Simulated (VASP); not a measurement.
# MnS (Fm-3m) in VASP: single point with PBE+U

Aim: the single point of MnS with PBE+U.

Everything below comes from runs of VASP 6.6.1. Logs are shortened: lines on timing, memory, paths and dates and some standing lists are left out, and cuts for length are marked.

## (1) The cell of the first run

The structure is cubic, space group Fm-3m (No. 225). Conventional cell: a = 5.266 Å, b = 5.266 Å, c = 5.266 Å, α = 90.00°, β = 90.00°, γ = 90.00°. Mn (site symmetry m-3m) has 6 S at 2.63 Å within 3.5 Å. S (site symmetry m-3m) has 6 Mn at 2.63 Å within 3.5 Å.

## (2) Single point, PBE+U, collinear spin, ferromagnetic start (18.25 Å³/atom)

File INCAR:

```
SYSTEM = MnS
PREC     = Accurate       ! precision mode
ENCUT    = 520            ! plane-wave cutoff, eV
EDIFF    = 1E-6           ! SCF threshold, eV
ISMEAR   = 0              ! smearing method
SIGMA    = 0.05           ! smearing width, eV
LREAL    = .FALSE.        ! projectors in reciprocal space
LASPH    = .TRUE.         ! aspherical terms in the spheres
NELM     = 150            ! most SCF steps
ALGO     = Normal         ! electronic algorithm
ISIF     = 2              ! what is computed and relaxed
LWAVE    = .FALSE.        ! write WAVECAR
LCHARG   = .TRUE.         ! write CHGCAR
ISPIN    = 2              ! spin polarisation
MAGMOM   = 4.98 0.12      ! initial moments
LORBIT   = 11             ! projections on sites
LMAXMIX  = 4              ! l up to which the mixer works
LDAU     = .TRUE.         ! DFT+U
LDAUTYPE = 2            
LDAUL    = 2 -1           ! shell
LDAUU    = 3.9 0          ! U, eV
LDAUJ    = 0 0          
LDAUPRINT= 1            
GGA      = PE             ! functional
LELF     = .TRUE.         ! ELF
LVHAR    = .TRUE.       
NBANDS   = 20             ! bands
```

File KPOINTS:

```
Automatic mesh
0
G
  8 8 8
  0 0 0
```

File POSCAR:

```
MnS
1.0
    0.0000000000      2.6327938317      2.6327938317
    2.6327938317      0.0000000000      2.6327938317
    2.6327938317      2.6327938317      0.0000000000
Mn S
1 1
Direct
    0.0000000000      0.0000000000      0.0000000000
    0.5000000000      0.5000000000      0.5000000000
```

Potentials or basis: VASP PAW PBE potentials, release 64 (Mn_pv, S).

Launch:

```bash
$ cat potpaw_PBE.64/Mn_pv/POTCAR potpaw_PBE.64/S/POTCAR > POTCAR
$ mpirun -np 1 vasp_std > vasp.out
```

OUTCAR:

```text
SYSTEM = MnS
   PREC = Accurate
   ENCUT = 520
   EDIFF = 1E-6
   ISMEAR = 0
   LREAL = .FALSE.
   LASPH = .TRUE.
   NELM = 150
   ISIF = 2
   ISPIN = 2
   LORBIT = 11
   GGA = PE

 ion  position               nearest neighbor table
   1  0.000  0.000  0.000-   2 2.63   2 2.63   2 2.63   2 2.63   2 2.63   2 2.63
   2  0.500  0.500  0.500-   1 2.63   1 2.63   1 2.63   1 2.63   1 2.63   1 2.63

  LATTYP: Found a face centered cubic cell.
 ALAT       =     5.2655876634

  Lattice vectors:

 A1 = (   0.0000000000,   2.6327938317,   2.6327938317)
 A2 = (   2.6327938317,   0.0000000000,   2.6327938317)
 A3 = (   2.6327938317,   2.6327938317,   0.0000000000)

Analysis of symmetry for initial positions (statically):
=====================================================================
 Subroutine PRICEL returns:
 Original cell was already a primitive cell.

 Routine SETGRP: Setting up the symmetry group for a
 face centered cubic supercell.

 Subroutine GETGRP returns: Found 48 space group operations
 (whereof 48 operations were pure point group operations)
 out of a pool of 48 trial point group operations.

The static configuration has the point symmetry O_h .

Analysis of symmetry for dynamics (positions and initial velocities):
=====================================================================
 Subroutine PRICEL returns:
 Original cell was already a primitive cell.

 Routine SETGRP: Setting up the symmetry group for a
 face centered cubic supercell.

 Subroutine GETGRP returns: Found 48 space group operations
 (whereof 48 operations were pure point group operations)
 out of a pool of 48 trial point group operations.

The dynamic configuration has the point symmetry O_h .

Analysis of structural, dynamic, and magnetic symmetry:
=====================================================================
 Subroutine PRICEL returns:
 Original cell was already a primitive cell.

 Routine SETGRP: Setting up the symmetry group for a
[... 171 lines left out ...]
  o =  0.0141  v =  0.0000  0.0000  0.0000  0.0000  0.0000  1.0000  0.0011 -0.0000 -0.0012  0.0000      0.0000  0.0000  0.0000  0.0000  0.0000  0.0000  0.0000  0.0000  0.0000  0.0000
  o =  0.0141  v =  0.0000  0.0000  0.0000  0.0000  0.0000  0.0011 -1.0000 -0.0000  0.0014 -0.0000      0.0000  0.0000  0.0000  0.0000  0.0000  0.0000  0.0000  0.0000  0.0000  0.0000
  o =  0.0727  v =  0.0000  0.0000  0.0000  0.0000  0.0000  0.0000  0.0000  0.0368  0.0000 -0.9993      0.0000  0.0000  0.0000  0.0000  0.0000  0.0000  0.0000  0.0000  0.0000  0.0000
  o =  0.0727  v =  0.0000  0.0000  0.0000  0.0000  0.0000 -0.0000  0.0000 -0.9993 -0.0000 -0.0368      0.0000  0.0000  0.0000  0.0000  0.0000  0.0000  0.0000  0.0000  0.0000  0.0000
  o =  0.9341  v =  0.0000 -0.9974  0.0000  0.0715  0.0000  0.0000  0.0000  0.0000  0.0000  0.0000      0.0000  0.0000  0.0000  0.0000  0.0000  0.0000  0.0000  0.0000  0.0000  0.0000
  o =  0.9341  v =  0.0000  0.0715  0.0000  0.9974  0.0000  0.0000  0.0000  0.0000  0.0000  0.0000      0.0000  0.0000  0.0000  0.0000  0.0000  0.0000  0.0000  0.0000  0.0000  0.0000
  o =  0.9341  v =  1.0000  0.0000  0.0000  0.0000  0.0000  0.0000  0.0000  0.0000  0.0000  0.0000      0.0000  0.0000  0.0000  0.0000  0.0000  0.0000  0.0000  0.0000  0.0000  0.0000
  o =  0.9547  v =  0.0000  0.0000  0.9999 -0.0000  0.0112  0.0000  0.0000  0.0000  0.0000  0.0000      0.0000  0.0000  0.0000  0.0000  0.0000  0.0000  0.0000  0.0000  0.0000  0.0000
  o =  0.9547  v =  0.0000 -0.0000  0.0112  0.0000 -0.9999  0.0000  0.0000  0.0000  0.0000  0.0000      0.0000  0.0000  0.0000  0.0000  0.0000  0.0000  0.0000  0.0000  0.0000  0.0000

 number of electron      18.9999992 magnetization       5.0000109

 Free energy of the ion-electron system (eV)
  ---------------------------------------------------
  ext. energy  EPLUGINS =         0.00000000
  ---------------------------------------------------
  free energy    TOTEN  =       -12.98873354 eV

  energy without entropy =      -12.98873354  energy(sigma->0) =      -12.98873354

 E-fermi :   6.2038     XC(G=0): -10.4443

 val. band max:        5.9988898966   @ k =   0.5000   0.0000   0.0000
 cond. band min:       6.7381214726   @ k =   0.5000   0.5000   0.0000
 fundamental gap:      0.7392315760
 Fermi energy:         6.2037645009

 spin component 1

 k-point     1 :       0.0000    0.0000    0.0000
  band No.  band energies     occupation
      1     -44.6568      1.00000
      2     -44.6568      1.00000
      3     -44.6568      1.00000
      4      -7.8793      1.00000
      5       1.2103      1.00000
      6       1.2103      1.00000
[... 1097 lines left out ...]
     19      21.4552      0.00000
     20      22.2172      0.00000

 [... further k-points ...]

------------------------ aborting loop because EDIFF is reached ----------------------------------------

  FORCE on cell =-STRESS in cart. coord.  units (eV):
  Direction    XX          YY          ZZ          XY          YZ          ZX
  --------------------------------------------------------------------------------------
  -------------------------------------------------------------------------------------
  Total        0.2981403      0.2981403      0.2981403     -0.0000000     -0.0000000     -0.0000000
  in kB       13.0873183     13.0873183     13.0873183     -0.0000000     -0.0000000     -0.0000000
  external PRESSURE =      13.0873183 kB  Pullay stress =       0.0000000 kB

 VOLUME and BASIS-vectors are now :
 -----------------------------------------------------------------------------
  energy-cutoff  :      520.00
  volume of cell :       36.50
      direct lattice vectors                 reciprocal lattice vectors
     0.000000000  2.632793832  2.632793832    -0.189912326  0.189912326  0.189912326
     2.632793832  0.000000000  2.632793832     0.189912326 -0.189912326  0.189912326
     2.632793832  2.632793832  0.000000000     0.189912326  0.189912326 -0.189912326

 POSITION                                       TOTAL-FORCE (eV/Angst)
 -----------------------------------------------------------------------------------
      0.00000      0.00000      0.00000         0.000000      0.000000     -0.000000
      2.63279      2.63279      2.63279         0.000000     -0.000000      0.000000
 -----------------------------------------------------------------------------------
    total drift:                               -0.000000      0.000000      0.000000

  FREE ENERGIE OF THE ION-ELECTRON SYSTEM (eV)
  ---------------------------------------------------
  free  energy   TOTEN  =       -12.9887335429 eV

  energy  without entropy=      -12.9887335429  energy(sigma->0) =      -12.98873354

 total charge

# of ion       s       p       d       tot
------------------------------------------
    1        0.213   6.160   4.882  11.256
    2        1.321   2.450   0.000   3.771
--------------------------------------------------
tot          1.535   8.611   4.882  15.028

 magnetization (x)

# of ion       s       p       d       tot
------------------------------------------
    1        0.048   0.036   4.515   4.600
    2        0.020   0.060   0.000   0.081
--------------------------------------------------
tot          0.068   0.097   4.515   4.680
```

OSZICAR:

```text
N       E                     dE             d eps       ncg     rms          rms(c)
DAV:   1     0.155982259598E+03    0.15598E+03   -0.10221E+04  2344   0.976E+02
DAV:   2    -0.482273359026E+01   -0.16080E+03   -0.15062E+03  2424   0.282E+02
DAV:   3    -0.127492680365E+02   -0.79265E+01   -0.78443E+01  2684   0.684E+01
DAV:   4    -0.128471768847E+02   -0.97909E-01   -0.97831E-01  2612   0.767E+00
DAV:   5    -0.128486151465E+02   -0.14383E-02   -0.14382E-02  2632   0.987E-01    0.109E+01
DAV:   6    -0.125817564540E+02    0.26686E+00   -0.42513E+00  2588   0.239E+01    0.106E+01
DAV:   7    -0.128702900139E+02   -0.28853E+00   -0.56352E-01  2500   0.586E+00    0.633E+00
DAV:   8    -0.129594261146E+02   -0.89136E-01   -0.10339E-01  2440   0.310E+00    0.325E+00
DAV:   9    -0.129842488902E+02   -0.24823E-01   -0.12553E-02  2548   0.122E+00    0.444E-01
DAV:  10    -0.129883793579E+02   -0.41305E-02   -0.29414E-03  2500   0.666E-01    0.255E-01
DAV:  11    -0.129886409516E+02   -0.26159E-03   -0.23614E-04  2580   0.128E-01    0.131E-01
DAV:  12    -0.129886959762E+02   -0.55025E-04   -0.46676E-05  2560   0.675E-02    0.807E-02
DAV:  13    -0.129887329150E+02   -0.36939E-04   -0.29659E-05  2484   0.410E-02    0.229E-02
DAV:  14    -0.129887335429E+02   -0.62796E-06   -0.60556E-06  2460   0.170E-02
   1 F= -.12988734E+02 E0= -.12988734E+02  d E =-.112618E-10  mag=     5.0000
```

Wall time 34 s (1 thread of Intel Xeon Platinum 8259CL at 2.50GHz (Skylake/Cascade Lake), shared host); peak memory 0.18 GiB.

What came out:

* Free energy: -12.9887 eV
* Pressure: 1.3 GPa
* Band gap on the k mesh: 0.74 eV (least direct gap 2.65 eV)
* Net moment: 5.00 μB per cell
* Site moments: Mn +4.60; S +0.08 μB
* Valence electrons inside the program's atomic spheres: Mn 11.26; S 3.77

Eigenvalues of the final occupation matrices:
```
    site  spin  trace               eigenvalues
site 1 d     1   4.71  0.93 0.93 0.93 0.95 0.95
site 1 d     2   0.19  0.01 0.01 0.01 0.07 0.07
```

Caveat: a cell with one magnetic atom can't hold antiferromagnetic order, which such compounds often take. A k mesh can miss the band edges.
